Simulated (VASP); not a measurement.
Here is a VASP 6.6.1 calculation.

The input INCAR:

```
  PREC = Accurate
  ENCUT = 520
  EDIFF = 1E-6
  ISMEAR = 0
  SIGMA = 0.1
  LREAL = Auto
  LASPH = True
  NELM = 60
  ALGO = Normal
  ISIF = 2
  LWAVE = False
  LCHARG = False
  LDIPOL = True
  IDIPOL = 3
  DIPOL = 0.5 0.5 0.370
  GGA = PE
  IVDW = 12
  NBANDS = 70
```

KPOINTS

```
Automatic mesh
0
Gamma
  6 6 1
```

POSCAR

```
Al32H
1.0
    5.6288445222      0.0000000000      0.0000000000
   -2.8144222611      4.8747223502      0.0000000000
    0.0000000000      0.0000000000     33.5549453352
Al H
32 1
Direct
    0.1666666667      0.3333333333      0.1192074658
    0.1666666667      0.8333333333      0.1192074658
    0.6666666667      0.3333333333      0.1192074658
    0.6666666667      0.8333333333      0.1192074658
    0.0000000000      0.0000000000      0.1880575786
    0.0000000000      0.5000000000      0.1880575786
    0.5000000000      0.0000000000      0.1880575786
    0.5000000000      0.5000000000      0.1880575786
    0.3333333333      0.1666666667      0.2569076914
    0.3333333333      0.6666666667      0.2569076914
    0.8333333333      0.1666666667      0.2569076914
    0.8333333333      0.6666666667      0.2569076914
    0.0000000000      0.0000000000      0.3257578042
    0.0000000000      0.5000000000      0.3257578042
    0.5000000000      0.0000000000      0.3257578042
    0.5000000000      0.5000000000      0.3257578042
    0.1666666667      0.3333333333      0.3941383343
    0.1666666667      0.8333333333      0.3941383343
    0.6666666667      0.3333333333      0.3941383343
    0.6666666667      0.8333333333      0.3941383343
    0.0000000000      0.0000000000      0.4632563468
    0.0000000000      0.5000000000      0.4632563468
    0.5000000000      0.0000000000      0.4632563468
    0.5000000000      0.5000000000      0.4632563468
    0.3333333333      0.1666666667      0.5326957441
    0.3333333333      0.6666666667      0.5326957441
    0.8333333333      0.1666666667      0.5326957441
    0.8333333333      0.6666666667      0.5326957441
    0.0000000000      0.0000000000      0.6036351761
    0.0000000000      0.5000000000      0.6036351761
    0.5000000000      0.0000000000      0.6036351761
    0.5000000000      0.5000000000      0.6036351761
    0.3333333333      0.1666666667      0.6781398422
```

Potentials or basis: VASP PAW PBE potentials, release 64 (Al, H).

Command:

```bash
$ cat potpaw_PBE.64/Al/POTCAR potpaw_PBE.64/H/POTCAR > POTCAR
$ mpirun -np 1 vasp_std > vasp.out
```

Problem. What does it give for the largest force?

Solution. 1.254 eV/Å.

Problem. Predict the dispersion energy per atom.

Solution. -0.298 eV.

Problem. Estimate the band gap on the k mesh.

Solution. Zero (an odd number of electrons rules out a gap without spin polarisation).

Forces on the atoms (eV/Å):
```
Al  -0.015  0.009 -0.088
Al   0.000 -0.018 -0.088
Al   0.015  0.009 -0.088
Al   0.000  0.000 -0.096
Al  -0.004 -0.002  0.081
Al   0.000  0.000  0.073
Al   0.004 -0.002  0.081
Al   0.000  0.004  0.081
Al   0.000  0.000  0.031
Al   0.008  0.004  0.003
Al   0.000 -0.009  0.003
Al  -0.008  0.004  0.003
Al   0.024  0.014  0.009
Al   0.000  0.000 -0.007
Al  -0.024  0.014  0.009
Al   0.000 -0.028  0.009
Al   0.017 -0.010  0.022
Al   0.000  0.020  0.022
Al  -0.017 -0.010  0.022
Al   0.000  0.000  0.035
Al   0.038  0.022 -0.009
Al   0.000  0.000  0.011
Al  -0.038  0.022 -0.009
Al   0.000 -0.043 -0.009
Al   0.000  0.000  0.055
Al  -0.027 -0.016 -0.075
Al   0.000  0.032 -0.075
Al   0.027 -0.016 -0.075
Al   0.141  0.081  0.448
Al   0.000  0.000 -0.024
Al  -0.141  0.081  0.448
Al   0.000 -0.162  0.448
H    0.000  0.000 -1.254
```
